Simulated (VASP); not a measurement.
Wanted: the native input for a VASP 6.6.1 run.

```yaml
Task: single point
Functional: PBE
Potentials_or_basis: VASP PAW PBE potentials, release 64 (Ta_pv)
Cutoff: 520 eV
k_mesh: 6 × 6 × 1
Occupations: gaussian, width 0.1 eV
Spin: no spin polarisation
Dipole_correction: yes
Further_INCAR_settings: ALGO = Normal; EDIFF = 1e-06; NBANDS = 18
```

The structure of Ta lies in POSCAR:

```
Ta
1.0
    2.6903570934      0.0000000000      0.0000000000
    0.0000000000      2.6903570934      0.0000000000
    0.0000000000      0.0000000000     27.4617211153
Ta
2
Direct
    1.0000000000      0.5000000000      0.3157726721
    0.5000000000      0.0000000000      0.2304421823
```

These files were run (other wordings do the same):

INCAR

```
SYSTEM = Ta
ALGO = Normal ; DIPOL = 0.5 0.5 0.273
EDIFF = 1E-6 ; ENCUT = 520
GGA = PE ; IDIPOL = 3
ISIF = 2 ; ISMEAR = 0
LASPH = .True. ; LCHARG = .True.
LDIPOL = .True. ; LELF = .True.
LREAL = .False. ; LVACPOTAV = .True.
LVHAR = .True. ; LWAVE = .False.
NBANDS = 18 ; NELM = 60
PREC = Accurate ; SIGMA = 0.1
```

KPOINTS

```
k-points
0
Gamma
  6 6 1
  0 0 0
```

Potentials or basis: VASP PAW PBE potentials, release 64 (Ta_pv).

Run with:

```bash
$ cat potpaw_PBE.64/Ta_pv/POTCAR > POTCAR
$ mpirun -np 1 vasp_std > vasp.out
```

It gave:

- Band gap on the k mesh: zero (band 11 reaches -1.18 eV, above the bottom of band 12 at -3.17 eV)

Caveat: the k points lie up to 0.39 Å⁻¹ apart; spin-orbit coupling is left out, which moves the levels of the heavy elements.

It took 110 s on 1 thread of Intel Xeon 6975P-C, with other jobs on the host, peak memory 0.25 GiB.
